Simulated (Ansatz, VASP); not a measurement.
**TaN in VASP and in Ansatz**

The input INCAR:

```
PREC = Accurate
ENCUT = 600
EDIFF = 1E-6
ISMEAR = -1
SIGMA = 0.05
LREAL = F
LASPH = T
NELM = 60
ALGO = Normal
ISIF = 3
LWAVE = F
LCHARG = F
GGA = PS
IVDW = 13
IBRION = 2
NSW = 60
EDIFFG = -0.01
```

File KPOINTS:

```
Automatic mesh
0
Gamma
  6 6 9
```

Contents of POSCAR:

```
TaN
1.0
    5.1960000000      0.0000000000      0.0000000000
   -2.5980000000      4.4998679981      0.0000000000
    0.0000000000      0.0000000000      2.9110000000
Ta N
3 3
Direct
    0.0000000000      0.0000000000      0.0000000000
    0.6666666667      0.3333333333      0.5000000000
    0.3333333333      0.6666666667      0.5000000000
    0.0000000000      0.3928500000      0.0000000000
    0.6071500000      0.6071500000      0.0000000000
    0.3928500000      0.0000000000      0.0000000000
```

File input.yaml:

```yaml
crystal:
  lattice:
    - [5.196, 0.0, 0.0]
    - [-2.598, 4.4998679981, 0.0]
    - [0.0, 0.0, 2.911]
  atoms:
    - { symbol: Ta, position: [0.0, 0.0, 0.0] }
    - { symbol: Ta, position: [0.6666666667, 0.3333333333, 0.5] }
    - { symbol: Ta, position: [0.3333333333, 0.6666666667, 0.5] }
    - { symbol: "N", position: [0.0, 0.39285, 0.0] }
    - { symbol: "N", position: [0.60715, 0.60715, 0.0] }
    - { symbol: "N", position: [0.39285, 0.0, 0.0] }
hamiltonian:
  xc: pbesol
  pseudopotentials: { kind: paw }
  dispersion: d4
kpoints:
  mp_grid: { grid: [6, 6, 9] }
scf:
  occupations: { method: fermi_dirac, width: 0.05 }
output:
  forces: true
  stress: true
  eigenvalues: true
  write_density: true
  write_potential: true
  elf: true
  volumetric_format: npy
relax:
  f_tol: 0.01
  max_steps: 40
  cell: { stress_tol: 0.05 }
```

Alike in both runs: task relaxation of cell and atoms; functional PBEsol; dispersion D4; k mesh 6 × 6 × 9; occupations fermi-dirac, width 0.05 eV; no spin polarisation.

```csv
,VASP,Ansatz
version,VASP 6.6.1,Ansatz 0.2.0
potentials or method,"VASP PAW PBE potentials, release 64 (Ta_pv, N)",Ansatz PAW
plane-wave cutoff (eV),600,420
valence electrons in the cell,48,54
```

```tsv
	VASP	Ansatz	Ansatz less VASP
gap on the k mesh at the Fermi level, each at its own relaxed structure (eV)	none	none	-
relaxed volume (Å³/atom)	11.15	11.12	-0.030
relaxed cell length with the largest relative difference (Å)	5.172	5.167	-0.0057
```

VASP's potentials were made for PBE, not for PBEsol. A gap of «none» marks a metal or a gap that the smearing closes. VASP's potentials hold 48 valence electrons a cell and Ansatz's 54, so a difference there can come from the potentials and not from the codes.

Neither program's run includes spin-orbit coupling. Noted on Ansatz's run: the plane-wave basis is chosen anew once the cell has moved, so the energies of steps on either side of that aren't comparable.
